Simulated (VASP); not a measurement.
# TiO2 (P4_2/mnm) in VASP: a series of runs

TiO2 is run at these levels: PBE; tasks: single point.

Program: VASP 6.6.1. These are calculated values, not measurements. Logs are shortened: lines on timing, memory, paths and dates and some standing lists are left out, and cuts for length are marked.

**1. The cell of the first run**

Symmetry: P4_2/mnm, No. 136, tetragonal system. Conventional cell: a = 4.594 Å, b = 4.594 Å, c = 3.048 Å, α = 90.00°, β = 90.00°, γ = 90.00°. Ti (site symmetry mmm) has 6 O at 1.98 Å within 2.6 Å. Within 2.6 Å of O (site symmetry m2m) lie 3 Ti at 1.98 Å and 1 O at 2.53 Å.

**2. Single point, PBE (z stretched by +3 %, then relaxed in part)**

File INCAR:

```
SYSTEM = TiO2
  ALGO = Normal
  EDIFF = 1E-6
  ENCUT = 520
  GGA = PE
  ISIF = 2
  ISMEAR = -1
  LASPH = .True.
  LCHARG = .False.
  LREAL = .False.
  LWAVE = .False.
  NBANDS = 33
  NELM = 100
  PREC = Accurate
  SIGMA = 0.02
```

File KPOINTS:

```
k-points
0
Gamma
  7 7 10
  0 0 0
```

File POSCAR:

```
TiO2
1.0
    4.5940000000      0.0000000000      0.0000000000
    0.0000000000      4.5940000000      0.0000000000
    0.0000000000      0.0000000000      3.0477700000
Ti O
2 4
Direct
    0.0000000000      0.0000000000      0.0000000000
    0.5000000000      0.5000000000      0.5000000000
    0.3052224850      0.3052224850      0.0000000000
    0.1947775150      0.8052224850      0.5000000000
    0.6947775150      0.6947775150      0.0000000000
    0.8052224850      0.1947775150      0.5000000000
```

Potentials or basis: VASP PAW PBE potentials, release 64 (Ti_sv, O).

On the command line:

```bash
cat potpaw_PBE.64/Ti_sv/POTCAR potpaw_PBE.64/O/POTCAR > POTCAR
mpirun -np 1 vasp_std > vasp.out
```

OUTCAR:

```text
SYSTEM = TiO2
   EDIFF = 1E-6
   ENCUT = 520
   GGA = PE
   ISIF = 2
   ISMEAR = -1
   LASPH = .True.
   LREAL = .False.
   NELM = 100
   PREC = Accurate

 ion  position               nearest neighbor table
   1  0.000  0.000  0.000-   4 1.98   6 1.98   4 1.98   6 1.98   5 1.98   3 1.98
   2  0.500  0.500  0.500-   3 1.98   5 1.98   3 1.98   5 1.98   4 1.98   6 1.98
   3  0.305  0.305  0.000-   2 1.98   2 1.98   1 1.98
   4  0.195  0.805  0.500-   1 1.98   1 1.98   2 1.98
   5  0.695  0.695  0.000-   2 1.98   2 1.98   1 1.98
   6  0.805  0.195  0.500-   1 1.98   1 1.98   2 1.98

  LATTYP: Found a simple tetragonal cell.
 ALAT       =     4.5940000000
 C/A-ratio  =     0.6634240313

  Lattice vectors:

 A1 = (   4.5940000000,   0.0000000000,   0.0000000000)
 A2 = (   0.0000000000,   4.5940000000,   0.0000000000)
 A3 = (   0.0000000000,   0.0000000000,   3.0477700000)

Analysis of symmetry for initial positions (statically):
=====================================================================
 Subroutine PRICEL returns:
 Original cell was already a primitive cell.

 Routine SETGRP: Setting up the symmetry group for a
 simple tetragonal supercell.

 Subroutine GETGRP returns: Found 16 space group operations
 (whereof  8 operations were pure point group operations)
 out of a pool of 16 trial point group operations.

The static configuration has the point symmetry D_2h.
 The point group associated with its full space group is D_4h.

Analysis of symmetry for dynamics (positions and initial velocities):
=====================================================================
 Subroutine PRICEL returns:
 Original cell was already a primitive cell.

 Routine SETGRP: Setting up the symmetry group for a
 simple tetragonal supercell.

 Subroutine GETGRP returns: Found 16 space group operations
 (whereof  8 operations were pure point group operations)
 out of a pool of 16 trial point group operations.

The dynamic configuration has the point symmetry D_2h.
 The point group associated with its full space group is D_4h.

 Subroutine INISYM returns: Found 16 space group operations
 (whereof  8 operations are pure point group operations),
 and found     1 'primitive' translations

----------------------------------------------------------------------------------------

                                     Primitive cell

  volume of cell :      64.3227

  direct lattice vectors                    reciprocal lattice vectors
[... 97 lines left out ...]
   EDIFFG = 0.1E-04   stopping-criterion for IOM
   NSW    =      0    number of steps for IOM
   IBRION =     -1    ionic relax: 0-MD 1-quasi-New 2-CG
   NFREE  =      0    steps in history (QN), initial steepest desc. (CG)
   ISIF   =      2    stress and relaxation
   ISYM   =      2    0-nonsym 1-usesym 2-fastsym
   POTIM  = 0.5000    time-step for ionic-motion
   TEBEG  =    0.0;   TEEND  =   0.0 temperature during run
   PSTRESS=    0.0 pullay stress
   NELECT =      48.0000    total number of electrons
   NUPDOWN=      -1.0000    fix difference up-down
   EMIN   =  10.00;   EMAX   =-10.00  energy-range for DOS
   EFERMI =   0.00;   METHOD = LEGACY
   ISMEAR =    -1;   SIGMA  =   0.02  broadening in eV -4-tet -1-fermi 0-gaus
   EFERMI_NEDOS =   21; number of points for ismear=-14 and -15
   IALGO  =     38    algorithm
   IMIX   =      4    mixing-type and parameters
     AMIX     =   0.40;   BMIX     =  1.00
     AMIX_MAG =   1.60;   BMIX_MAG =  1.00
  volume/ion in A,a.u.               =      10.72        72.35
  Fermi-wavevector in a.u.,A,eV,Ry     =   1.484911  2.806076 30.000324  2.204962
  Thomas-Fermi vector in A             =   2.598389
   LORBIT       =      0    0 simple, 1 ext, 2 COOP (PROOUT), +10 PAW based schemes
   GGA     = PE    functional components
   LHFCALC =     F    Hartree Fock is set to
   AEXX    =    0.0000 exact exchange contribution
   IVDW    =     0    specifies the selected vdW correction
   LEPSILON=     F    determine dielectric tensor
   LRPA    =     F    only Hartree local field effects (RPA)
 non-spin polarized calculation
  energy-cutoff  :      520.00
  volume of cell :       64.32
 maximum number of plane-waves:      1747
 NGX is ok and might be reduce to    36
   NGX = 17   NGY = 17   NGZ = 11

 number of electron      48.0000043 magnetization

 Free energy of the ion-electron system (eV)
  ---------------------------------------------------
  ext. energy  EPLUGINS =         0.00000000
  ---------------------------------------------------
  free energy    TOTEN  =       -53.62651829 eV

  energy without entropy =      -53.62651829  energy(sigma->0) =      -53.62651829

 E-fermi :   5.1080     XC(G=0): -11.2642

 val. band max:        4.6267477910   @ k =   0.0000   0.0000   0.0000
 cond. band min:       6.3870323765   @ k =   0.0000   0.0000   0.0000
 fundamental gap:      1.7602845856
 Fermi energy:         5.1079524070

 k-point     1 :       0.0000    0.0000    0.0000
  band No.  band energies     occupation
      1     -52.4850      2.00000
      2     -52.4696      2.00000
      3     -28.7645      2.00000
      4     -28.7645      2.00000
      5     -28.6156      2.00000
      6     -28.6156      2.00000
[... 853 lines left out ...]
     32       9.6655      0.00000
     33      10.5723      0.00000

 [... further k-points ...]

------------------------ aborting loop because EDIFF is reached ----------------------------------------

  FORCE on cell =-STRESS in cart. coord.  units (eV):
  Direction    XX          YY          ZZ          XY          YZ          ZX
  --------------------------------------------------------------------------------------
  -------------------------------------------------------------------------------------
  Total        0.3850725      0.3850725     -3.3837343      0.0000000      0.0000000      0.0000000
  in kB        9.5915534      9.5915534    -84.2835197      0.0000000      0.0000000      0.0000000
  external PRESSURE =     -21.7001376 kB  Pullay stress =       0.0000000 kB

 VOLUME and BASIS-vectors are now :
 -----------------------------------------------------------------------------
  energy-cutoff  :      520.00
  volume of cell :       64.32
      direct lattice vectors                 reciprocal lattice vectors
     4.594000000  0.000000000  0.000000000     0.217675229  0.000000000  0.000000000
     0.000000000  4.594000000  0.000000000     0.000000000  0.217675229  0.000000000
     0.000000000  0.000000000  3.047770000     0.000000000  0.000000000  0.328108748

 POSITION                                       TOTAL-FORCE (eV/Angst)
 -----------------------------------------------------------------------------------
      0.00000      0.00000      0.00000         0.000000      0.000000      0.000000
      2.29700      2.29700      1.52388         0.000000      0.000000      0.000000
      1.40219      1.40219      0.00000        -0.011547     -0.011547     -0.000000
      0.89481      3.69919      1.52388         0.011547     -0.011547      0.000000
      3.19181      3.19181      0.00000         0.011547      0.011547      0.000000
      3.69919      0.89481      1.52388        -0.011547      0.011547      0.000000
 -----------------------------------------------------------------------------------
    total drift:                               -0.000000      0.000000      0.000000

  FREE ENERGIE OF THE ION-ELECTRON SYSTEM (eV)
  ---------------------------------------------------
  free  energy   TOTEN  =       -53.6265182866 eV

  energy  without entropy=      -53.6265182866  energy(sigma->0) =      -53.62651829
```

Wall time 58 s (1 thread of Intel Xeon 6975P-C (Granite Rapids), shared host); peak memory 0.23 GiB.

Results:

```
Free energy            : -53.6265 eV
Pressure               : -2.2 GPa
Largest force          : 0.016 eV/Å
Band gap on the k mesh : 1.76 eV
```

Forces on the atoms (eV/Å):
```
Ti   0.000  0.000  0.000
Ti   0.000  0.000  0.000
O   -0.012 -0.012  0.000
O    0.012 -0.012  0.000
O    0.012  0.012  0.000
O   -0.012  0.012  0.000
```

Levels at points of the mesh, in eV from the valence-band top:
```
           k point  band 22  band 23  band 24  band 25  band 26  band 27
(0.00, 0.00, 0.00)    -0.44    -0.44     0.00     1.76     2.09     2.17
(0.00, 0.00, 0.50)    -2.38    -1.40    -1.40     2.75     2.75     2.82
```

Caveat: the cell differs from its parent crystal (z stretched by +3 %, then relaxed in part); an odd mesh through Γ misses points on the zone boundary, where band edges can lie.

**3. Single point, PBE (10.82 Å³/atom)**

This run uses another cell than the first one, of 10.82 Å³/atom.

File INCAR:

```
SYSTEM = TiO2
PREC     = Accurate       ! precision mode
ENCUT    = 520            ! plane-wave cutoff, eV
EDIFF    = 1E-6           ! SCF threshold, eV
ISMEAR   = -1             ! smearing method
SIGMA    = 0.02           ! smearing width, eV
LREAL    = .False.        ! projectors in reciprocal space
LASPH    = .True.         ! aspherical terms in the spheres
NELM     = 60             ! most SCF steps
ALGO     = Normal         ! electronic algorithm
ISIF     = 2              ! what is computed and relaxed
LWAVE    = .False.        ! write WAVECAR
LCHARG   = .False.        ! write CHGCAR
GGA      = PE             ! functional
NBANDS   = 33             ! bands
```

File KPOINTS:

```
regular mesh
0
Gamma
  7 7 10
  0 0 0
```

File POSCAR:

```
TiO2
1.0
    4.6544543012      0.0000000000      0.0000000000
    0.0000000000      4.6544543012      0.0000000000
    0.0000000000      0.0000000000      2.9979386759
Ti O
2 4
Direct
    0.0000000000      0.0000000000      0.0000000000
    0.5000000000      0.5000000000      0.5000000000
    0.3057788835      0.3057788835      0.0000000000
    0.1942211165      0.8057788835      0.5000000000
    0.6942211165      0.6942211165      0.0000000000
    0.8057788835      0.1942211165      0.5000000000
```

Potentials or basis: VASP PAW PBE potentials, release 64 (Ti_sv, O).

On the command line:

```bash
cat potpaw_PBE.64/Ti_sv/POTCAR potpaw_PBE.64/O/POTCAR > POTCAR
mpirun -np 1 vasp_std > vasp.out
```

It took 52 s on 1 thread of Intel Xeon 6975P-C (Granite Rapids), shared host; peak memory 0.23 GiB.

Results (log left out):

```yaml
Free_energy: -53.6661 eV
Pressure: -3.1 GPa
Largest_force: 0.028 eV/Å
Band_gap_on_the_k_mesh: 1.80 eV
```

Forces on the atoms (eV/Å):
```
Ti   0.000  0.000  0.000
Ti   0.000  0.000  0.000
O   -0.020 -0.020  0.000
O    0.020 -0.020  0.000
O    0.020  0.020  0.000
O   -0.020  0.020  0.000
```

Stress tensor (GPa, compression positive):
```
-2.08  0.00  0.00
 0.00 -2.08  0.00
 0.00  0.00 -5.03
```

Levels at points of the mesh, in eV from the valence-band top:
```
           k point  band 22  band 23  band 24  band 25  band 26  band 27
(0.00, 0.00, 0.00)    -0.42    -0.42     0.00     1.80     2.11     2.31
(0.00, 0.00, 0.50)    -2.20    -1.39    -1.39     2.80     2.80     2.98
```

Caveat: the cell stands under tension; an odd mesh through Γ misses points on the zone boundary, where band edges can lie.

**4. Single point, PBE (11.03 Å³/atom)**

This run uses another cell than the first one, of 11.03 Å³/atom.

File INCAR:

```
SYSTEM = TiO2
PREC = Accurate ; ENCUT = 520
EDIFF = 1E-6 ; ISMEAR = -1
SIGMA = 0.02 ; LREAL = .FALSE.
LASPH = .TRUE. ; NELM = 80
ALGO = Normal ; ISIF = 2
LWAVE = .FALSE. ; LCHARG = .FALSE.
GGA = PE ; NBANDS = 33
```

File KPOINTS:

```
Automatic mesh
0
G
  7 7 10
  0 0 0
```

File POSCAR:

```
TiO2
1.0
    4.6841013062      0.0000000000      0.0000000000
    0.0000000000      4.6841013062      0.0000000000
    0.0000000000      0.0000000000      3.0170343416
Ti O
2 4
Direct
    0.0000000000      0.0000000000      0.0000000000
    0.5000000000      0.5000000000      0.5000000000
    0.3066310127      0.3066310127      0.0000000000
    0.1933689873      0.8066310127      0.5000000000
    0.6933689873      0.6933689873      0.0000000000
    0.8066310127      0.1933689873      0.5000000000
```

On the command line:

```bash
cat potpaw_PBE.64/Ti_sv/POTCAR potpaw_PBE.64/O/POTCAR > POTCAR
mpirun -np 1 vasp_std > vasp.out
```

It took 50 s on 1 thread of Intel Xeon 6975P-C (Granite Rapids), shared host; peak memory 0.23 GiB.

The run converged. Its results:

```yaml
Free_energy: -53.6289 eV
Pressure: -6.7 GPa
Largest_force: 0.032 eV/Å
Band_gap_on_the_k_mesh: 1.79 eV
```

Forces on the atoms (eV/Å):
```
Ti   0.000  0.000  0.000
Ti   0.000  0.000  0.000
O   -0.023 -0.023  0.000
O    0.023 -0.023  0.000
O    0.023  0.023  0.000
O   -0.023  0.023  0.000
```

Stress tensor (GPa, compression positive):
```
-5.30  0.00  0.00
 0.00 -5.30  0.00
 0.00  0.00 -9.40
```

Levels at points of the mesh, in eV from the valence-band top:
```tsv
k point	band 20	band 21	band 22	band 23	band 24	band 25	band 26	band 27	band 28	band 29
(0.00, 0.00, 0.00)	-1.90	-0.69	-0.40	-0.40	0.00	1.79	2.10	2.28	2.34	2.34
(0.00, 0.00, 0.50)	-2.61	-2.11	-2.11	-1.37	-1.37	2.73	2.73	2.91	2.91	3.45
```

Caveat: the cell stands under tension; an odd mesh through Γ misses points on the zone boundary, where band edges can lie.

**5. Overview**

```tsv
cell	gap on the mesh (eV)	pressure (GPa)	largest force (eV/Å)
a = 4.594, b = 4.594, c = 3.048 Å, 6 atoms	1.76	-2.2	0.02
a = 4.654, b = 4.654, c = 2.998 Å, 6 atoms	1.80	-3.1	0.03
a = 4.684, b = 4.684, c = 3.017 Å, 6 atoms	1.79	-6.7	0.03
```

Alike in all rows: task single point; level PBE; potentials or basis VASP PAW PBE potentials, release 64 (Ti_sv, O); no spin polarisation; k mesh 7 × 7 × 10; cutoff (eV) 520; smearing fermi-dirac 0.02 eV.

Caveats: an odd mesh through Γ misses points on the zone boundary, where band edges can lie; the cell stands under tension (at least some runs).

Total energies depend on the potentials used, so only differences within one code and one set of settings carry meaning.
